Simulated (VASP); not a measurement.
Input of a VASP 6.6.1 run:

INCAR

```
PREC = Accurate
ENCUT = 500
EDIFF = 1E-6
ISMEAR = -1
SIGMA = 0.1
LREAL = F
LASPH = T
NELM = 120
ALGO = Normal
ISIF = 2
LWAVE = F
LCHARG = F
NBANDS = 9
GGA_COMPAT = F
```

Contents of KPOINTS:

```
regular mesh
0
Gamma
  4 4 4
```

Contents of POSCAR:

```
Te
1.0
    3.1541900000      0.0000000000      0.0000000000
   -0.2173209829      3.1466944794      0.0000000000
   -0.2173209829     -0.2328475438      3.1380675850
Te
1
Direct
    0.5000000000      0.5000000000      0.5000000000
```

Potentials or basis: VASP PAW LDA potentials, release 64 (Te).

The run is started by

```console
$ cat potpaw_LDA.64/Te/POTCAR > POTCAR
$ mpirun -np 1 vasp_std > vasp.out
```

What does it give for the band gap on the k mesh?

Zero (band 3 reaches 9.36 eV, above the bottom of band 4 at 4.46 eV).

Estimate the pressure.

-2.4 GPa.

Stress tensor (GPa, compression positive):
```
-2.49  0.49  0.53
 0.49 -2.42  0.56
 0.53  0.56 -2.33
```

Caveat: the k points lie up to 0.50 Å⁻¹ apart; spin-orbit coupling is left out, which moves the levels of the heavy elements.
